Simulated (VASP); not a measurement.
# BAs (F-43m) in VASP: vibrations by perturbation theory with PBE

Aim: the vibrations by perturbation theory of BAs with PBE.

Program: VASP 6.6.1. These are calculated values, not measurements. Logs are shortened: lines on timing, memory, paths and dates and some standing lists are left out, and cuts for length are marked.

## Step 1: The cell of the first run

It takes space group F-43m (No. 216, cubic). Conventional cell: a = 4.777 Å, b = 4.777 Å, c = 4.777 Å, α = 90.00°, β = 90.00°, γ = 90.00°. Within 2.7 Å of B (site symmetry -43m) lie 4 As at 2.07 Å. As (site symmetry -43m) has 4 B at 2.07 Å within 2.7 Å.

## Step 2: Vibrations by perturbation theory, PBE

The input, INCAR:

```
SYSTEM = BAs
PREC     = Accurate       ! precision mode
ENCUT    = 500            ! plane-wave cutoff, eV
EDIFF    = 1E-8           ! SCF threshold, eV
ISMEAR   = 0              ! smearing method
SIGMA    = 0.01           ! smearing width, eV
LREAL    = .FALSE.        ! projectors in reciprocal space
LASPH    = .TRUE.         ! aspherical terms in the spheres
NELM     = 120            ! most SCF steps
ALGO     = Normal         ! electronic algorithm
ISIF     = 2              ! what is computed and relaxed
LWAVE    = .FALSE.        ! write WAVECAR
LCHARG   = .FALSE.        ! write CHGCAR
GGA      = PE             ! functional
IBRION   = 8              ! ionic algorithm
NSW      = 1              ! ionic steps
GGA_COMPAT= .FALSE.
```

The input, KPOINTS:

```
regular mesh
0
G
  3 3 3
  0 0 0
```

The input, POSCAR:

```
BAs
1.0
    0.0000000000      2.3885000000      2.3885000000
    2.3885000000      0.0000000000      2.3885000000
    2.3885000000      2.3885000000      0.0000000000
B As
1 1
Direct
    0.0000000000      0.0000000000      0.0000000000
    0.2500000000      0.2500000000      0.2500000000
```

Potentials or basis: VASP PAW PBE potentials, release 64 (B, As).

Run with:

```
> cat potpaw_PBE.64/B/POTCAR potpaw_PBE.64/As/POTCAR > POTCAR
> mpirun -np 1 vasp_std > vasp.out
```

OUTCAR:

```text
SYSTEM = BAs
   PREC = Accurate
   ENCUT = 500
   EDIFF = 1E-8
   ISMEAR = 0
   LREAL = .FALSE.
   LASPH = .TRUE.
   NELM = 120
   ISIF = 2
   GGA = PE
   IBRION = 8
   NSW = 1

 ion  position               nearest neighbor table
   1  0.000  0.000  0.000-   2 2.07   2 2.07   2 2.07   2 2.07
   2  0.250  0.250  0.250-   1 2.07   1 2.07   1 2.07   1 2.07

  LATTYP: Found a face centered cubic cell.
 ALAT       =     4.7770000000

  Lattice vectors:

 A1 = (   0.0000000000,   2.3885000000,   2.3885000000)
 A2 = (   2.3885000000,   0.0000000000,   2.3885000000)
 A3 = (   2.3885000000,   2.3885000000,   0.0000000000)

Analysis of symmetry for initial positions (statically):
=====================================================================
 Subroutine PRICEL returns:
 Original cell was already a primitive cell.

 Routine SETGRP: Setting up the symmetry group for a
 face centered cubic supercell.

 Subroutine GETGRP returns: Found 24 space group operations
 (whereof 24 operations were pure point group operations)
 out of a pool of 48 trial point group operations.

The static configuration has the point symmetry T_d .

Analysis of symmetry for dynamics (positions and initial velocities):
=====================================================================
 Subroutine PRICEL returns:
 Original cell was already a primitive cell.

 Routine SETGRP: Setting up the symmetry group for a
 face centered cubic supercell.

 Subroutine GETGRP returns: Found 24 space group operations
 (whereof 24 operations were pure point group operations)
 out of a pool of 48 trial point group operations.

The dynamic configuration has the point symmetry T_d .

 Subroutine INISYM returns: Found 24 space group operations
 (whereof 24 operations are pure point group operations),
 and found     1 'primitive' translations

----------------------------------------------------------------------------------------

[... 182 lines left out ...]

 VOLUME and BASIS-vectors are now :
 -----------------------------------------------------------------------------
  energy-cutoff  :      500.00
  volume of cell :       27.25
      direct lattice vectors                 reciprocal lattice vectors
     0.000000000  2.388500000  2.388500000    -0.209336404  0.209336404  0.209336404
     2.388500000  0.000000000  2.388500000     0.209336404 -0.209336404  0.209336404
     2.388500000  2.388500000  0.000000000     0.209336404  0.209336404 -0.209336404

 POSITION                                       TOTAL-FORCE (eV/Angst)
 -----------------------------------------------------------------------------------
      0.00000      0.00000      0.00000         0.000000      0.000000      0.000000
      1.19425      1.19425      1.19425        -0.000000     -0.000000     -0.000000
 -----------------------------------------------------------------------------------
    total drift:                               -0.000000     -0.000000     -0.000000

  FREE ENERGIE OF THE ION-ELECTRON SYSTEM (eV)
  ---------------------------------------------------
  free  energy   TOTEN  =       -10.7666736665 eV

  energy  without entropy=      -10.7666736665  energy(sigma->0) =      -10.76667367

[... ionic steps 2 to 3 ...]

--------------------------------------- Ionic step        4  -------------------------------------------

------------------------ aborting loop because EDIFF is reached ----------------------------------------

[... ionic steps 5 to 6 ...]

--------------------------------------- Ionic step        7  -------------------------------------------

 Free energy of the ion-electron system (eV)
  ---------------------------------------------------
  ---------------------------------------------------
  free energy    TOTEN  =        -0.03707871 eV

  energy without entropy =       -0.03707871

------------------------ aborting loop because EDIFF is reached ----------------------------------------

 INTERNAL STRAIN TENSOR  FOR ION    2  DIRECTION 1   (eV/Angst):
 -----------------------------------------------------------------------------
    -0.01090  0.00000  0.00000
     0.00000  0.00841 -7.32255
     0.00000 -7.32255  0.00841

 INTERNAL STRAIN TENSOR FOR ION    2 for displacements in x,y,z  (eV/Angst):
          X           Y           Z          XY          YZ          ZX
  --------------------------------------------------------------------------------
  x    -0.00000     0.00000     0.00000    -0.00000    -7.32255     0.00000
  y    -0.00000     0.00000    -0.00000     0.00000    -0.00000    -7.32255
  z     0.00000     0.00000    -0.00000    -7.32255     0.00000    -0.00000

 SECOND DERIVATIVES (NOT SYMMETRIZED)
 ------------------------------------
               1X          1Y          1Z          2X          2Y          2Z
  1X   -18.838193    0.000000    0.000000   18.838193    0.000000    0.000000
  1Y     0.000000  -18.838193    0.000000    0.000000   18.838193    0.000000
  1Z     0.000000    0.000000  -18.838193    0.000000    0.000000   18.838193
  2X    18.845878    0.000000    0.000000  -18.845878    0.000000    0.000000
  2Y     0.000000   18.845878    0.000000    0.000000  -18.845878    0.000000
  2Z     0.000000    0.000000   18.845878    0.000000    0.000000  -18.845878

 Eigenvectors and eigenvalues of the dynamical matrix
 ----------------------------------------------------

   1 f  =   22.075874 THz   138.706808 2PiTHz  736.371900 cm-1    91.298439 meV
             X         Y         Z           dx          dy          dz
      0.000000  0.000000  0.000000     0.833503   -0.423234    0.000000
      1.194250  1.194250  1.194250    -0.316682    0.160804    0.000000
[... 21 lines left out ...]
   6 f/i=    0.001495 THz     0.009392 2PiTHz    0.049859 cm-1     0.006182 meV
             X         Y         Z           dx          dy          dz
      0.000000  0.000000  0.000000     0.352377    0.044451    0.000000
      1.194250  1.194250  1.194250     0.927452    0.116994    0.000000

--------------------------------------------------------------------------------------------------------

 ELASTIC MODULI CONTR FROM IONIC RELAXATION (kBar)
 Direction    XX          YY          ZZ          XY          YZ          ZX
 --------------------------------------------------------------------------------
 XX          -0.0000     -0.0000     -0.0000      0.0000      0.0000     -0.0000
 YY          -0.0000     -0.0000     -0.0000      0.0000     -0.0000     -0.0000
 ZZ          -0.0000     -0.0000     -0.0000      0.0000     -0.0000     -0.0000
 XY           0.0000      0.0000      0.0000   -175.7954     -0.0000     -0.0000
 YZ           0.0000     -0.0000     -0.0000     -0.0000   -175.7954     -0.0000
 ZX          -0.0000     -0.0000     -0.0000     -0.0000     -0.0000   -175.7954
 --------------------------------------------------------------------------------
```

Wall time 51 s (1 thread of Intel Xeon 8259CL, shared host); peak memory 0.17 GiB.

Results:

```yaml
Highest_phonon_frequency_at_Γ_LO-TO_splitting_left_out: 736 cm⁻¹
```

Phonon frequencies in cm⁻¹ (negative: imaginary):
```csv
q point,frequencies
"(0.000, 0.000, 0.000)",0 0 0 736 736 736
```

Caveat: the k points lie up to 0.76 Å⁻¹ apart; the cell wasn't relaxed at this level first, which shifts response properties.
